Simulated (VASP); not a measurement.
# MgSe (Fm-3m) in VASP: notebook, part 2 of 2

VASP 6.6.1. Earlier steps stand in the parts before.

**3. Single point, LDA**

INCAR

```
PREC = Accurate
ENCUT = 600
EDIFF = 1E-6
ISMEAR = 0
SIGMA = 0.01
LREAL = F
LASPH = T
NELM = 120
ALGO = Normal
ISIF = 2
LWAVE = F
LCHARG = F
GGA = CA
NBANDS = 11
GGA_COMPAT = F
```

KPOINTS

```
Automatic mesh
0
Gamma
  8 8 8
```

POSCAR

```
MgSe
1.0
    0.0000000000      2.7255000000      2.7255000000
    2.7255000000      0.0000000000      2.7255000000
    2.7255000000      2.7255000000      0.0000000000
Mg Se
1 1
Direct
    0.0000000000      0.0000000000      0.0000000000
    0.5000000000      0.5000000000      0.5000000000
```

Potentials or basis: VASP PAW LDA potentials, release 64 (Mg, Se).

Launch:

```sh
cat potpaw_LDA.64/Mg/POTCAR potpaw_LDA.64/Se/POTCAR > POTCAR
mpirun -np 1 vasp_std > vasp.out
```

OUTCAR:

```text
PREC = Accurate
   ENCUT = 600
   EDIFF = 1E-6
   ISMEAR = 0
   LREAL = F
   LASPH = T
   NELM = 120
   ISIF = 2
   GGA = CA

 ion  position               nearest neighbor table
   1  0.000  0.000  0.000-   2 2.73   2 2.73   2 2.73   2 2.73   2 2.73   2 2.73
   2  0.500  0.500  0.500-   1 2.73   1 2.73   1 2.73   1 2.73   1 2.73   1 2.73

  LATTYP: Found a face centered cubic cell.
 ALAT       =     5.4510000000

  Lattice vectors:

 A1 = (   0.0000000000,   2.7255000000,   2.7255000000)
 A2 = (   2.7255000000,   0.0000000000,   2.7255000000)
 A3 = (   2.7255000000,   2.7255000000,   0.0000000000)

Analysis of symmetry for initial positions (statically):
=====================================================================
 Subroutine PRICEL returns:
 Original cell was already a primitive cell.

 Routine SETGRP: Setting up the symmetry group for a
 face centered cubic supercell.

 Subroutine GETGRP returns: Found 48 space group operations
 (whereof 48 operations were pure point group operations)
 out of a pool of 48 trial point group operations.

The static configuration has the point symmetry O_h .

Analysis of symmetry for dynamics (positions and initial velocities):
=====================================================================
 Subroutine PRICEL returns:
 Original cell was already a primitive cell.

 Routine SETGRP: Setting up the symmetry group for a
 face centered cubic supercell.

 Subroutine GETGRP returns: Found 48 space group operations
 (whereof 48 operations were pure point group operations)
 out of a pool of 48 trial point group operations.

The dynamic configuration has the point symmetry O_h .

 Subroutine INISYM returns: Found 48 space group operations
 (whereof 48 operations are pure point group operations),
 and found     1 'primitive' translations

----------------------------------------------------------------------------------------

                                     Primitive cell

  volume of cell :      40.4919

  direct lattice vectors                    reciprocal lattice vectors
     0.000000000  2.725500000  2.725500000    -0.183452578  0.183452578  0.183452578
     2.725500000  0.000000000  2.725500000     0.183452578 -0.183452578  0.183452578
     2.725500000  2.725500000  0.000000000     0.183452578  0.183452578 -0.183452578

  length of vectors
     3.854439064  3.854439064  3.854439064     0.317749185  0.317749185  0.317749185

  position of ions in fractional coordinates (direct lattice)
     0.000000000  0.000000000  0.000000000
     0.500000000  0.500000000  0.500000000

  ion indices of the primitive-cell ions
   primitive index   ion index
                 1           1
                 2           2

----------------------------------------------------------------------------------------

 KPOINTS: Automatic mesh

Automatic generation of k-mesh.
 Grid dimensions read from file:
 generate k-points for:    8    8    8

 Generating k-lattice:

  Cartesian coordinates                     Fractional coordinates (reciprocal lattice)
    -0.022931572  0.022931572  0.022931572     0.125000000  0.000000000  0.000000000
     0.022931572 -0.022931572  0.022931572     0.000000000  0.125000000  0.000000000
     0.022931572  0.022931572 -0.022931572     0.000000000  0.000000000  0.125000000

  Length of vectors
     0.039718648  0.039718648  0.039718648

  Shift w.r.t. Gamma in fractional coordinates (k-lattice)
     0.000000000  0.000000000  0.000000000

 Subroutine IBZKPT returns following result:
 ===========================================

 Found     29 irreducible k-points:

 Following reciprocal coordinates:
            Coordinates               Weight
  0.000000  0.000000  0.000000      1.000000
  0.125000  0.000000  0.000000      8.000000
  0.250000  0.000000  0.000000      8.000000
  0.375000  0.000000  0.000000      8.000000
  0.500000  0.000000  0.000000      4.000000
  0.125000  0.125000  0.000000      6.000000
[... 16 lines left out ...]
  0.500000  0.250000  0.125000     48.000000
 -0.375000  0.250000  0.125000     24.000000
 [... further k-points ...]
   k-points           NKPTS =     29   k-points in BZ     NKDIM =     29   number of bands    NBANDS=     11
   number of dos      NEDOS =    301   number of ions     NIONS =      2
   total plane-waves  NPLWV =  32768
   dimension x,y,z NGX =    32 NGY =   32 NGZ =   32
   dimension x,y,z NGXF=    64 NGYF=   64 NGZF=   64
   ions per type =               1   1
   NGX,Y,Z   is equivalent  to a cutoff of  13.80, 13.80, 13.80 a.u.
   NGXF,Y,Z  is equivalent  to a cutoff of  27.60, 27.60, 27.60 a.u.
 SYSTEM =  unknown system
   PREC   = accura    normal or accurate (medium, high low for compatibility)
   ISTART =      0    job   : 0-new  1-cont  2-samecut
   ICHARG =      2    charge: 1-file 2-atom 10-const
   ISPIN  =      1    spin polarized calculation?
   LNONCOLLINEAR =      F non collinear calculations
   LSORBIT =      F    spin-orbit coupling
   LASPH  =      T    aspherical Exc in radial PAW
   ENCUT  =  600.0 eV  44.10 Ry    6.64 a.u.   7.70  7.70  7.70*2*pi/ulx,y,z
   NELM   =    120;   NELMIN=  2; NELMDL= -5     # of ELM steps
   EDIFF  = 0.1E-05   stopping-criterion for ELM
   LREAL  =      F    real-space projection
   EDIFFG = 0.1E-04   stopping-criterion for IOM
   NSW    =      0    number of steps for IOM
   IBRION =     -1    ionic relax: 0-MD 1-quasi-New 2-CG
   NFREE  =      0    steps in history (QN), initial steepest desc. (CG)
   ISIF   =      2    stress and relaxation
   ISYM   =      2    0-nonsym 1-usesym 2-fastsym
   POTIM  = 0.5000    time-step for ionic-motion
   TEBEG  =    0.0;   TEEND  =   0.0 temperature during run
   PSTRESS=    0.0 pullay stress
   NELECT =       8.0000    total number of electrons
   NUPDOWN=      -1.0000    fix difference up-down
   EMIN   =  10.00;   EMAX   =-10.00  energy-range for DOS
   EFERMI =   0.00;   METHOD = LEGACY
   ISMEAR =     0;   SIGMA  =   0.01  broadening in eV -4-tet -1-fermi 0-gaus
   EFERMI_NEDOS =   21; number of points for ismear=-14 and -15
   IALGO  =     38    algorithm
   IMIX   =      4    mixing-type and parameters
     AMIX     =   0.40;   BMIX     =  1.00
     AMIX_MAG =   1.60;   BMIX_MAG =  1.00
  volume/ion in A,a.u.               =      20.25       136.63
  Fermi-wavevector in a.u.,A,eV,Ry     =   0.953488  1.801831 12.369596  0.909140
  Thomas-Fermi vector in A             =   2.082148
   LORBIT       =      0    0 simple, 1 ext, 2 COOP (PROOUT), +10 PAW based schemes
   GGA     = CA    functional components
   LHFCALC =     F    Hartree Fock is set to
   AEXX    =    0.0000 exact exchange contribution
   IVDW    =     0    specifies the selected vdW correction
   LEPSILON=     F    determine dielectric tensor
   LRPA    =     F    only Hartree local field effects (RPA)
 non-spin polarized calculation
 Gauss-broadening in eV      SIGMA  =   0.01
  energy-cutoff  :      600.00
  volume of cell :       40.49
 maximum number of plane-waves:      1365
   NGX = 15   NGY = 15   NGZ = 15

 number of electron       8.0000001 magnetization

 Free energy of the ion-electron system (eV)
  ---------------------------------------------------
  ext. energy  EPLUGINS =         0.00000000
  ---------------------------------------------------
  free energy    TOTEN  =        -8.58992934 eV

  energy without entropy =       -8.58992934  energy(sigma->0) =       -8.58992934

 E-fermi :   3.2875     XC(G=0):  -9.7506

 val. band max:        3.1690530146   @ k =   0.0000   0.0000   0.0000
 cond. band min:       4.8175645638   @ k =   0.5000   0.5000   0.0000
 fundamental gap:      1.6485115492
 Fermi energy:         3.2874519563

 k-point     1 :       0.0000    0.0000    0.0000
  band No.  band energies     occupation
      1      -9.7997      2.00000
      2       3.1691      2.00000
      3       3.1691      2.00000
      4       3.1691      2.00000
      5       5.5685      0.00000
      6      10.5293      0.00000
      7      10.5293      0.00000
      8      10.5293      0.00000
      9      13.1081      0.00000
     10      13.1081      0.00000
     11      14.0513      0.00000
[... 309 lines left out ...]
 k-point    24 :      -0.3750    0.2500    0.1250
  band No.  band energies     occupation
      1      -8.5081      2.00000
      2      -1.3012      2.00000
      3       0.9227      2.00000
      4       1.9434      2.00000
      5       7.7889      0.00000
      6       8.4819      0.00000
      7      10.8265      0.00000
      8      12.1547      0.00000
      9      14.1274      0.00000
     10      14.7326      0.00000
     11      17.1561      0.00000

 [... further k-points ...]

------------------------ aborting loop because EDIFF is reached ----------------------------------------

  FORCE on cell =-STRESS in cart. coord.  units (eV):
  Direction    XX          YY          ZZ          XY          YZ          ZX
  --------------------------------------------------------------------------------------
  -------------------------------------------------------------------------------------
  Total       -0.6135157     -0.6135157     -0.6135157      0.0000000      0.0000000     -0.0000000
  in kB      -24.2754740    -24.2754740    -24.2754740      0.0000000      0.0000000     -0.0000000
  external PRESSURE =     -24.2754740 kB  Pullay stress =       0.0000000 kB

 VOLUME and BASIS-vectors are now :
 -----------------------------------------------------------------------------
  energy-cutoff  :      600.00
  volume of cell :       40.49
      direct lattice vectors                 reciprocal lattice vectors
     0.000000000  2.725500000  2.725500000    -0.183452578  0.183452578  0.183452578
     2.725500000  0.000000000  2.725500000     0.183452578 -0.183452578  0.183452578
     2.725500000  2.725500000  0.000000000     0.183452578  0.183452578 -0.183452578

 POSITION                                       TOTAL-FORCE (eV/Angst)
 -----------------------------------------------------------------------------------
      0.00000      0.00000      0.00000        -0.000000      0.000000      0.000000
      2.72550      2.72550      2.72550         0.000000     -0.000000     -0.000000
 -----------------------------------------------------------------------------------
    total drift:                               -0.000000     -0.000000      0.000000

  FREE ENERGIE OF THE ION-ELECTRON SYSTEM (eV)
  ---------------------------------------------------
  free  energy   TOTEN  =        -8.5899293422 eV

  energy  without entropy=       -8.5899293422  energy(sigma->0) =       -8.58992934
```

OSZICAR:

```text
N       E                     dE             d eps       ncg     rms          rms(c)
DAV:   1     0.242543140026E+02    0.24254E+02   -0.36106E+03   638   0.651E+02
DAV:   2    -0.722237883335E+01   -0.31477E+02   -0.29838E+02   812   0.101E+02
DAV:   3    -0.892354479934E+01   -0.17012E+01   -0.16984E+01   784   0.245E+01
DAV:   4    -0.893172187688E+01   -0.81771E-02   -0.81767E-02   724   0.204E+00
DAV:   5    -0.893176375929E+01   -0.41882E-04   -0.41882E-04   767   0.148E-01    0.307E+00
DAV:   6    -0.864405519090E+01    0.28771E+00   -0.51780E-01   709   0.261E+00    0.190E+00
DAV:   7    -0.859385977395E+01    0.50195E-01   -0.19528E-01   742   0.168E+00    0.936E-01
DAV:   8    -0.859011299170E+01    0.37468E-02   -0.10010E-02   677   0.488E-01    0.253E-01
DAV:   9    -0.858994298305E+01    0.17001E-03   -0.46209E-04   737   0.987E-02    0.120E-01
DAV:  10    -0.858993183891E+01    0.11144E-04   -0.13626E-04   710   0.485E-02    0.445E-02
DAV:  11    -0.858992942747E+01    0.24114E-05   -0.64017E-06   698   0.117E-02    0.866E-03
DAV:  12    -0.858992934222E+01    0.85250E-07   -0.46434E-07   346   0.344E-03
   1 F= -.85899293E+01 E0= -.85899293E+01  d E =-.434979E-65
```

stdout:

```text
POSCAR found type information on POSCAR MgSe
 POSCAR found :  2 types and       2 ions
 scaLAPACK will be used
 LDA part: xc-table for (Slater(with rela. corr.)+CA(PZ))
 , standard interpolation
 POSCAR, INCAR and KPOINTS ok, starting setup
 FFT: planning ... GRIDC
 FFT: planning ... GRID_SOFT
 FFT: planning ... GRID
 WAVECAR not read
 entering main loop
```

Run time: 26 s. Hardware: 1 thread of AMD EPYC 7R13, shared host; peak memory 0.13 GiB.

What came out:

* Free energy: -8.5899 eV
* Pressure: -2.4 GPa
* Band gap on the k mesh: 1.65 eV (least direct gap 2.40 eV)

A k mesh can miss the band edges. LDA gaps usually lie below the measured ones, often by a third to a half.
